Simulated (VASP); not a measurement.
Input of a VASP 6.6.1 run:

The input INCAR:

```
PREC = Accurate ; ENCUT = 520
EDIFF = 1E-6 ; ISMEAR = 0
SIGMA = 0.01 ; LREAL = F
LASPH = T ; NELM = 100
ALGO = Normal ; ISIF = 2
LWAVE = F ; LCHARG = F
GGA = PE ; NBANDS = 19
```

The input KPOINTS:

```
Automatic mesh
0
Gamma
  6 6 6
```

File POSCAR:

```
SrCl2
1.0
    0.0000000000      3.4976509425      3.4976509425
    3.4976509425      0.0000000000      3.4976509425
    3.4976509425      3.4976509425      0.0000000000
Sr Cl
1 2
Direct
    0.0000000000      0.0000000000      0.0000000000
    0.2500000000      0.2500000000      0.2500000000
    0.7500000000      0.7500000000      0.7500000000
```

Potentials or basis: VASP PAW PBE potentials, release 64 (Sr_sv, Cl).

Launch:

```console
$ cat potpaw_PBE.64/Sr_sv/POTCAR potpaw_PBE.64/Cl/POTCAR > POTCAR
$ mpirun -np 1 vasp_std > vasp.out
```

Task: Estimate the band gap on the k mesh.

Result: 5.31 eV (least direct gap 5.51 eV).

Task: Estimate the pressure.

Result: 0.8 GPa.

A k mesh can miss the band edges.
